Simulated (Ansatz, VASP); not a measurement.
One calculation of Ge, two programs

Contents of INCAR:

```
SYSTEM = Ge
PREC = Accurate
ENCUT = 520
EDIFF = 1E-7
ISMEAR = 0
SIGMA = 0.1
LREAL = .False.
LASPH = .True.
NELM = 60
ALGO = Normal
ISIF = 2
LWAVE = .False.
LCHARG = .False.
GGA = PE
NBANDS = 36
```

Contents of KPOINTS:

```
Automatic mesh
0
Gamma
  12 12 6
  0 0 0
```

File POSCAR:

```
Ge
1.0
    4.0675435954      0.0000000000      0.0000000000
   -2.0337717977      3.5225960846      0.0000000000
    0.0000000000      0.0000000000      6.5168857256
Ge
4
Direct
    0.6666666667      0.3333333333      0.0250188917
    0.3333333333      0.6666666667      0.5250188917
    0.6666666667      0.3333333333      0.4749811083
    0.3333333333      0.6666666667      0.9749811083
```

Input for Ansatz:

```yaml
crystal:
  lattice:
    - [4.0675435954, 0.0, 0.0]
    - [-2.0337717977, 3.5225960846, 0.0]
    - [0.0, 0.0, 6.5168857256]
  atoms:
    - { symbol: Ge, position: [0.6666666667, 0.3333333333, 0.0250188917] }
    - { symbol: Ge, position: [0.3333333333, 0.6666666667, 0.5250188917] }
    - { symbol: Ge, position: [0.6666666667, 0.3333333333, 0.4749811083] }
    - { symbol: Ge, position: [0.3333333333, 0.6666666667, 0.9749811083] }
basis:
  ecutwfc: 420
kpoints:
  mp_grid: { grid: [12, 12, 6] }
hamiltonian:
  xc: pbe
scf:
  occupations: { method: gaussian, width: 0.1 }
output:
  forces: true
  stress: true
  eigenvalues: true
  populations: true
  write_density: true
  write_potential: true
  elf: true
  volumetric_format: npy
```

Alike in both runs: task single point; functional PBE; k mesh 12 × 12 × 6; occupations gaussian, width 0.1 eV; no spin polarisation.

|  | VASP | Ansatz |
| --- | --- | --- |
| version | VASP 6.6.1 | Ansatz 0.2.0 |
| potentials or method | VASP PAW PBE potentials, release 64 (Ge_d), cutoff 520 eV | scalar-relativistic, plane waves, PAW |
| valence electrons in the cell | 56 | 56 |

Ansatz gave:

| Quantity | Value |
| --- | --- |
| gap on the k mesh at the Fermi level (eV) | none |
| pressure (GPa) | 4.1 |
| traceless stress, the component that is largest in VASP (GPa) | -8.79 |
| rms of the force components (eV/Å) | 1.016 |

What did VASP give for the same quantities?

gap on the k mesh at the Fermi level (eV): none; pressure (GPa): 4.0; traceless stress, the component that is largest in VASP (GPa): -8.75; rms of the force components (eV/Å): 1.014.

Atom by atom the forces differ by 0.002 eV/Å (rms over components). A gap of «none» marks a metal or a gap that the smearing closes.
